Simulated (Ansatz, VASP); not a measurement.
## Two plane-wave programs on Ti

File INCAR:

```
PREC     = Accurate       # precision mode
ENCUT    = 600            # plane-wave cutoff, eV
EDIFF    = 1E-6           # SCF threshold, eV
ISMEAR   = -1             # smearing method
SIGMA    = 0.1            # smearing width, eV
LREAL    = F              # projectors in reciprocal space
LASPH    = T              # aspherical terms in the spheres
NELM     = 100            # most SCF steps
ALGO     = Normal         # electronic algorithm
ISIF     = 3              # what is computed and relaxed
LWAVE    = F              # write WAVECAR
LCHARG   = F              # write CHGCAR
GGA      = CA             # functional
IBRION   = 2              # ionic algorithm
NSW      = 80             # ionic steps
EDIFFG   = -0.01          # ionic threshold
```

File KPOINTS:

```
regular mesh
0
Gamma
  8 8 11
```

Contents of POSCAR:

```
Ti
1.0
    4.6382998794      0.0000000000      0.0000000000
   -2.3191499397      4.0168855259      0.0000000000
    0.0000000000      0.0000000000      2.8432778261
Ti
3
Direct
    0.0000000000      0.0000000000      0.0000000000
    0.3333333333      0.6666666667      0.5000000000
    0.6666666667      0.3333333333      0.5000000000
```

Input for Ansatz:

```yaml
crystal:
  lattice:
    - [4.6382998794, 0.0, 0.0]
    - [-2.3191499397, 4.0168855259, 0.0]
    - [0.0, 0.0, 2.8432778261]
  atoms:
    - { symbol: Ti, position: [0.0, 0.0, 0.0] }
    - { symbol: Ti, position: [0.3333333333, 0.6666666667, 0.5] }
    - { symbol: Ti, position: [0.6666666667, 0.3333333333, 0.5] }
hamiltonian:
  xc: lda
  pseudopotentials:
    kind: paw
    azcp:
      Ti: "pseudopotentials/Ti.paw.azcp"
basis:
  ecutwfc: 420
  fft_grid_basis: typed
kpoints:
  mp_grid: { grid: [8, 8, 11], shift: [0, 0, 0] }
magnetization:
  spin_polarized: false
scf:
  occupations: { method: fermi_dirac, width: 0.1 }
relax:
  max_steps: 60
  f_tol: 0.01
  cell: {}
```

Alike in both runs: task relaxation of cell and atoms; functional LDA; k mesh 8 × 8 × 11; occupations fermi-dirac, width 0.1 eV; no spin polarisation.

|  | VASP | Ansatz |
| --- | --- | --- |
| version | VASP 6.6.1 | Ansatz 0.2.0 |
| potentials or method | VASP PAW LDA potentials, release 64 (Ti_sv), cutoff 600 eV | plane waves (420 eV) with PAW, scalar-relativistic |
| valence electrons in the cell | 36 | 36 |

Ansatz gave:

* relaxed volume (Å³/atom): 15.86
* relaxed cell length with the largest relative difference (Å): 4.454

Task: Estimate VASP's values.

Result: Relaxed volume (Å³/atom): 15.84; relaxed cell length with the largest relative difference (Å): 4.452.

Ansatz warns that its potentials were made for another functional, while VASP's fit it. LDA's correlation is that of Perdew and Zunger in VASP and of Perdew and Wang (1992) in Ansatz.
